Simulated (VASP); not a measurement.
# CuI (Marshite) (I-4m2) in VASP: further runs, part 2 of 2

VASP 6.6.1. Earlier steps stand in the parts before.

**3. Single point, PBEsol (in-plane strain +0.01)**

Input file INCAR:

```
SYSTEM = CuI
PREC = Accurate
ENCUT = 520
EDIFF = 1E-6
ISMEAR = 0
SIGMA = 0.01
LREAL = .FALSE.
LASPH = .TRUE.
NELM = 60
ALGO = Normal
ISIF = 2
LWAVE = .FALSE.
LCHARG = .FALSE.
GGA = PS
NBANDS = 16
```

Input file KPOINTS:

```
regular mesh
0
G
  6 6 6
  0 0 0
```

Input file POSCAR:

```
CuI
1.0
    2.9992361021      2.9992361021      0.0000000000
   -2.9992361021      2.9992361021      0.0000000000
    0.0000000000      2.9992361021      2.9517234510
Cu I
1 1
Direct
    0.7500000000      0.2500000000      0.5000000000
    0.0000000000      0.0000000000      0.0000000000
```

Potentials or basis: VASP PAW PBE potentials, release 64 (Cu, I).

Started as:

```bash
> cat potpaw_PBE.64/Cu/POTCAR potpaw_PBE.64/I/POTCAR > POTCAR
> mpirun -np 1 vasp_std > vasp.out
```

OUTCAR:

```text
SYSTEM = CuI
   PREC = Accurate
   ENCUT = 520
   EDIFF = 1E-6
   ISMEAR = 0
   LREAL = .FALSE.
   LASPH = .TRUE.
   NELM = 60
   ISIF = 2
   GGA = PS

 ion  position               nearest neighbor table
   1  0.750  0.250  0.500-   2 2.58   2 2.58   2 2.58   2 2.58
   2  0.000  0.000  0.000-   1 2.58   1 2.58   1 2.58   1 2.58

  LATTYP: Found a body centered tetragonal cell.
 ALAT       =     4.2415603723
 C/A-ratio  =     1.3918101792

  Lattice vectors:

 A1 = (   2.9992361021,   0.0000000000,  -2.9517234510)
 A2 = (  -2.9992361021,   0.0000000000,  -2.9517234510)
 A3 = (   0.0000000000,   2.9992361021,   2.9517234510)

Analysis of symmetry for initial positions (statically):
=====================================================================
 Subroutine PRICEL returns:
 Original cell was already a primitive cell.

 Routine SETGRP: Setting up the symmetry group for a
 body centered tetragonal supercell.

 Subroutine GETGRP returns: Found  8 space group operations
 (whereof  8 operations were pure point group operations)
 out of a pool of 16 trial point group operations.

The static configuration has the point symmetry D_2d.

Analysis of symmetry for dynamics (positions and initial velocities):
=====================================================================
 Subroutine PRICEL returns:
 Original cell was already a primitive cell.

 Routine SETGRP: Setting up the symmetry group for a
 body centered tetragonal supercell.

 Subroutine GETGRP returns: Found  8 space group operations
 (whereof  8 operations were pure point group operations)
 out of a pool of 16 trial point group operations.

The dynamic configuration has the point symmetry D_2d.

 Subroutine INISYM returns: Found  8 space group operations
 (whereof  8 operations are pure point group operations),
 and found     1 'primitive' translations

----------------------------------------------------------------------------------------

[... 106 lines left out ...]
   EFERMI =   0.00;   METHOD = LEGACY
   ISMEAR =     0;   SIGMA  =   0.01  broadening in eV -4-tet -1-fermi 0-gaus
   EFERMI_NEDOS =   21; number of points for ismear=-14 and -15
   IALGO  =     38    algorithm
   IMIX   =      4    mixing-type and parameters
     AMIX     =   0.40;   BMIX     =  1.00
     AMIX_MAG =   1.60;   BMIX_MAG =  1.00
  volume/ion in A,a.u.               =      26.55       179.18
  Fermi-wavevector in a.u.,A,eV,Ry     =   1.141449  2.157027 17.727123  1.302907
  Thomas-Fermi vector in A             =   2.278150
   LORBIT       =      0    0 simple, 1 ext, 2 COOP (PROOUT), +10 PAW based schemes
   GGA     = PS    functional components
   LHFCALC =     F    Hartree Fock is set to
   AEXX    =    0.0000 exact exchange contribution
   IVDW    =     0    specifies the selected vdW correction
   LEPSILON=     F    determine dielectric tensor
   LRPA    =     F    only Hartree local field effects (RPA)
 non-spin polarized calculation
 Gauss-broadening in eV      SIGMA  =   0.01
  energy-cutoff  :      520.00
  volume of cell :       53.10
 maximum number of plane-waves:      1440
   NGX = 15   NGY = 15   NGZ = 15

 number of electron      18.0000000 magnetization

 Free energy of the ion-electron system (eV)
  ---------------------------------------------------
  ext. energy  EPLUGINS =         0.00000000
  ---------------------------------------------------
  free energy    TOTEN  =        -6.31636172 eV

  energy without entropy =       -6.31636172  energy(sigma->0) =       -6.31636172

 E-fermi :   4.8788     XC(G=0):  -9.3624

 val. band max:        4.8326882931   @ k =   0.0000   0.0000   0.0000
 cond. band min:       5.9715693065   @ k =   0.0000   0.0000   0.0000
 fundamental gap:      1.1388810135
 Fermi energy:         4.8788088355

 k-point     1 :       0.0000    0.0000    0.0000
  band No.  band energies     occupation
      1      -9.4720      2.00000
      2       0.9398      2.00000
      3       0.9398      2.00000
      4       0.9582      2.00000
      5       2.7241      2.00000
      6       2.7393      2.00000
[... 433 lines left out ...]
      3       0.1373      2.00000
      4       0.8716      2.00000
      5       2.6272      2.00000
      6       2.7339      2.00000
[... 8 lines left out ...]
     15      16.0706      0.00000
     16      16.8725      0.00000

 [... further k-points ...]
[... 5 lines left out ...]
  --------------------------------------------------------------------------------------
  -------------------------------------------------------------------------------------
  Total       -0.0979175     -0.0979175      0.0032373      0.0000000      0.0000000      0.0000000
  in kB       -2.9542266     -2.9542266      0.0976701      0.0000000      0.0000000      0.0000000
  external PRESSURE =      -1.9369277 kB  Pullay stress =       0.0000000 kB

 VOLUME and BASIS-vectors are now :
 -----------------------------------------------------------------------------
  energy-cutoff  :      520.00
  volume of cell :       53.10
      direct lattice vectors                 reciprocal lattice vectors
     2.999236102  2.999236102  0.000000000     0.166709116  0.166709116 -0.169392563
    -2.999236102  2.999236102  0.000000000    -0.166709116  0.166709116 -0.169392563
     0.000000000  2.999236102  2.951723451     0.000000000  0.000000000  0.338785126

 POSITION                                       TOTAL-FORCE (eV/Angst)
 -----------------------------------------------------------------------------------
      1.49962      4.49885      1.47586         0.000000     -0.000000      0.000000
      0.00000      0.00000      0.00000        -0.000000      0.000000      0.000000
 -----------------------------------------------------------------------------------
    total drift:                                0.000000     -0.000000     -0.000000

  FREE ENERGIE OF THE ION-ELECTRON SYSTEM (eV)
  ---------------------------------------------------
  free  energy   TOTEN  =        -6.3163617230 eV

  energy  without entropy=       -6.3163617230  energy(sigma->0) =       -6.31636172
```

OSZICAR:

```text
N       E                     dE             d eps       ncg     rms          rms(c)
DAV:   1     0.926478970070E+02    0.92648E+02   -0.76090E+03   960   0.120E+03
DAV:   2    -0.688110041766E+00   -0.93336E+02   -0.84914E+02  1008   0.228E+02
DAV:   3    -0.648108722589E+01   -0.57930E+01   -0.57064E+01  1240   0.601E+01
DAV:   4    -0.664018169616E+01   -0.15909E+00   -0.15899E+00  1248   0.936E+00
DAV:   5    -0.664837444269E+01   -0.81927E-02   -0.81926E-02  1464   0.241E+00    0.613E+00
DAV:   6    -0.655712603803E+01    0.91248E-01   -0.41234E+00   992   0.552E+01    0.400E+00
DAV:   7    -0.631963789234E+01    0.23749E+00   -0.96278E-01  1128   0.338E+01    0.171E+00
DAV:   8    -0.632044856908E+01   -0.81068E-03   -0.58310E-02  1496   0.432E+00    0.628E-01
DAV:   9    -0.631635595107E+01    0.40926E-02   -0.13669E-02  1256   0.333E+00    0.234E-01
DAV:  10    -0.631643566193E+01   -0.79711E-04   -0.61579E-04  1248   0.186E-01    0.184E-01
DAV:  11    -0.631635110238E+01    0.84560E-04   -0.33772E-04  1288   0.586E-01    0.244E-02
DAV:  12    -0.631636184320E+01   -0.10741E-04   -0.10503E-04  1568   0.166E-01    0.438E-02
DAV:  13    -0.631636172300E+01    0.12020E-06   -0.27353E-06  1104   0.121E-02
   1 F= -.63163617E+01 E0= -.63163617E+01  d E =-.151034E-13
```

stdout:

```text
POSCAR found type information on POSCAR CuI
 POSCAR found :  2 types and       2 ions
 scaLAPACK will be used
 -----------------------------------------------------------------------------
|                                                                             |
|                                                                             |
|     You enforced a specific xc type in the INCAR file but a different       |
|     I HOPE YOU KNOW WHAT YOU ARE DOING!                                     |
|                                                                             |
 -----------------------------------------------------------------------------

 LDA part: xc-table for (Slater+PW92), standard interpolation
 POSCAR, INCAR and KPOINTS ok, starting setup
 FFT: planning ... GRIDC
 FFT: planning ... GRID_SOFT
 FFT: planning ... GRID
 WAVECAR not read
 entering main loop
```

It took 9.3 s on 1 thread of Intel Xeon 6975P-C (Granite Rapids), shared host; peak memory 0.18 GiB.

What came out:

```yaml
Free_energy: -6.3164 eV
Pressure: -0.2 GPa
Band_gap_on_the_k_mesh: 1.14 eV, direct
```

Caveat: the cell differs from its parent crystal (in-plane strain +0.01); the PAW data sets were made with another functional, which shifts forces and pressure a little; spin-orbit coupling is left out, which moves the levels of the heavy elements.
